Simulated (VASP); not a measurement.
# Ti (Im-3m) in VASP: settings compared, part 2 of 2

VASP 6.6.1. Earlier steps stand in the parts before.

### Step 5. Relaxation of cell and atoms, LDA

This run uses another cell than the first one, of 17.68 Å³/atom, 1.060 times its volume.

Input file INCAR:

```
PREC = Accurate
ENCUT = 600
EDIFF = 1E-6
ISMEAR = -1
SIGMA = 0.15
LREAL = F
LASPH = T
NELM = 80
ALGO = Normal
ISIF = 3
LWAVE = F
LCHARG = F
GGA = CA
IBRION = 2
NSW = 100
EDIFFG = -0.01
```

Input file KPOINTS:

```
Automatic mesh
0
Gamma
  12 12 12
```

Input file POSCAR:

```
Ti
1.0
   -1.6410000000      1.6410000000      1.6410000000
    1.6410000000     -1.6410000000      1.6410000000
    1.6410000000      1.6410000000     -1.6410000000
Ti
1
Direct
    0.0000000000      0.0000000000      0.0000000000
```

Potentials or basis: VASP PAW LDA potentials, release 64 (Ti_sv).

Command:

```
$ cat potpaw_LDA.64/Ti_sv/POTCAR > POTCAR
$ mpirun -np 1 vasp_std > vasp.out
```

OUTCAR:

```text
PREC = Accurate
   ENCUT = 600
   EDIFF = 1E-6
   ISMEAR = -1
   LREAL = F
   LASPH = T
   NELM = 80
   ISIF = 3
   GGA = CA
   IBRION = 2
   NSW = 100
   EDIFFG = -0.01

 ion  position               nearest neighbor table
   1  0.000  0.000  0.000-

  LATTYP: Found a body centered cubic cell.
 ALAT       =     3.2820000000

  Lattice vectors:

 A1 = (  -1.6410000000,   1.6410000000,   1.6410000000)
 A2 = (   1.6410000000,  -1.6410000000,   1.6410000000)
 A3 = (   1.6410000000,   1.6410000000,  -1.6410000000)

Analysis of symmetry for initial positions (statically):
=====================================================================
 Subroutine PRICEL returns:
 Original cell was already a primitive cell.

 Routine SETGRP: Setting up the symmetry group for a
 body centered cubic supercell.

 Subroutine GETGRP returns: Found 48 space group operations
 (whereof 48 operations were pure point group operations)
 out of a pool of 48 trial point group operations.

The static configuration has the point symmetry O_h .

Analysis of symmetry for dynamics (positions and initial velocities):
=====================================================================
 Subroutine PRICEL returns:
 Original cell was already a primitive cell.

 Routine SETGRP: Setting up the symmetry group for a
[... 161 lines left out ...]
  in kB      -99.5743221    -99.5743221    -99.5743221      0.0000000     -0.0000000      0.0000000
  external PRESSURE =     -99.5743221 kB  Pullay stress =       0.0000000 kB
[... 57 lines left out ...]
--------------------------------------- Ionic step        3  -------------------------------------------

 number of electron      12.0000003 magnetization

 Free energy of the ion-electron system (eV)
  ---------------------------------------------------
  ext. energy  EPLUGINS =         0.00000000
  ---------------------------------------------------
  free energy    TOTEN  =        -8.53791705 eV

  energy without entropy =       -8.38792488  energy(sigma->0) =       -8.46292097

 E-fermi :   8.7489     XC(G=0): -12.1888

 val. band max:        8.7332866346   @ k =   0.2500   0.2500   0.0000
 cond. band min:       8.7498978713   @ k =   0.1667   0.0833   0.0833
 fundamental gap:      0.0166112367
 Fermi energy:         8.7488614180

 k-point     1 :       0.0000    0.0000    0.0000
  band No.  band energies     occupation
      1     -46.9252      2.00000
      2     -23.0333      2.00000
      3     -23.0333      2.00000
      4     -23.0333      2.00000
      5       2.7140      2.00000
      6       9.7729      0.00217
      7       9.7729      0.00217
      8       9.7729      0.00217
      9      11.7421      0.00000
     10      11.7421      0.00000
[... 287 lines left out ...]
 k-point    24 :       0.4167    0.0833    0.0833
  band No.  band energies     occupation
      1     -46.7263      2.00000
      2     -23.8810      2.00000
      3     -23.3577      2.00000
      4     -23.0999      2.00000
      5       6.5298      2.00000
      6       8.1240      1.96943
      7       9.6320      0.00553
      8      11.8497      0.00000
      9      12.1502      0.00000
     10      14.4942      0.00000

 [... further k-points ...]
[... 5 lines left out ...]
  --------------------------------------------------------------------------------------
  -------------------------------------------------------------------------------------
  Total        0.0009049      0.0009049      0.0009049      0.0000000      0.0000000      0.0000000
  in kB        0.0908267      0.0908267      0.0908267      0.0000000      0.0000000      0.0000000
  external PRESSURE =       0.0908267 kB  Pullay stress =       0.0000000 kB
[... 16 lines left out ...]
  FREE ENERGIE OF THE ION-ELECTRON SYSTEM (eV)
  ---------------------------------------------------
  free  energy   TOTEN  =        -8.5379170525 eV

  energy  without entropy=       -8.3879248835  energy(sigma->0) =       -8.46292097

 reached required accuracy - stopping structural energy minimisation
```

OSZICAR:

```text
N       E                     dE             d eps       ncg     rms          rms(c)
DAV:   1     0.804552826398E+02    0.80455E+02   -0.73958E+03  1440   0.158E+03
DAV:   2    -0.518557697698E+01   -0.85641E+02   -0.84342E+02  1476   0.326E+02
DAV:   3    -0.940898344857E+01   -0.42234E+01   -0.41486E+01  1912   0.750E+01
[... 28 lines left out ...]
DAV:   5    -0.853629482769E+01   -0.17234E-01   -0.35709E-02  2112   0.104E+00    0.229E-01
DAV:   6    -0.853738724039E+01   -0.10924E-02   -0.97613E-04  1536   0.332E-01    0.101E-01
DAV:   7    -0.853787922211E+01   -0.49198E-03   -0.84227E-04  2052   0.241E-01    0.181E-02
DAV:   8    -0.853791639955E+01   -0.37177E-04   -0.98202E-05  1806   0.729E-02    0.508E-03
DAV:   9    -0.853791684672E+01   -0.44717E-06   -0.10571E-05  1458   0.244E-02    0.452E-03
DAV:  10    -0.853791705251E+01   -0.20579E-06   -0.35321E-07   810   0.652E-03
   3 F= -.85379171E+01 E0= -.84629210E+01  d E =-.576979E-01
```

Wall time 41 s (1 thread of Intel Xeon 8259CL, shared host); peak memory 0.14 GiB.

What came out:

```yaml
Free_energy: -8.5379 eV
Relaxed_volume: 15.96 Å³/atom
Relaxed_cell: a = 2.747 Å, b = 2.747 Å, c = 2.747 Å, α = 109.47°, β = 109.47°, γ = 109.47°
Space_group_after_relaxing_to_0.05_Å: Im-3m (No. 229)
Energy_gained_by_relaxing: 57.7 meV/atom
Ionic_steps: 3
Pressure_after_relaxing: 0.0 GPa
Band_gap_on_the_k_mesh: zero (band 6 reaches 9.77 eV, above the bottom of band 7 at 8.13 eV)
```

Step by step:
```csv
step,energy change (eV),largest force (eV/Å),pressure (GPa),volume (Å³)
1,0.0000,0.0000,-9.96,17.68
2,-0.0354,0.0000,7.94,15.01
3,-0.0577,0.0000,0.01,15.96
```

Final structure:
```xyz
1
Lattice="-1.5862 1.5862 1.5862 1.5862 -1.5862 1.5862 1.5862 1.5862 -1.5862" Properties=species:S:1:pos:R:3 pbc="T T T"
Ti    0.0000    0.0000    0.0000
```

### Step 6. Summary

| task | level | potentials or basis | cell | cutoff (eV) | gap on the mesh (eV) | pressure (GPa) | relaxed volume (Å³/atom) |
| --- | --- | --- | --- | --- | --- | --- | --- |
| single point | PBEsol | VASP PAW PBE potentials, release 64 (Ti_sv) | a = 2.788 Å, angles 109.5°, 1 atom | 520 | none | -0.3 | - |
| relaxation of cell and atoms | PBEsol+D3(BJ) | VASP PAW PBE potentials, release 64 (Ti_sv) | relaxed from a = 2.842 Å, angles 109.5°, 1 atom | 600 | none | 0.0 | 15.72 |
| relaxation of cell and atoms | PBEsol | VASP PAW PBE potentials, release 64 (Ti_sv) | relaxed from a = 2.842 Å, angles 109.5°, 1 atom | 600 | none | 0.0 | 16.63 |
| relaxation of cell and atoms | LDA | VASP PAW LDA potentials, release 64 (Ti_sv) | relaxed from a = 2.842 Å, angles 109.5°, 1 atom | 600 | none | 0.0 | 15.96 |

Alike in all rows: no spin polarisation; k mesh 12 × 12 × 12; smearing fermi-dirac 0.15 eV.

Caveats: the PAW data sets were made with another functional, which shifts forces and pressure a little (some runs); the volume moved by -11 % from the deposited cell, more than functionals usually miss (some runs); pairwise dispersion overbinds metals, which lowers pressure and volume (some runs).

Absolute energies hang on the potentials; compare differences alone.
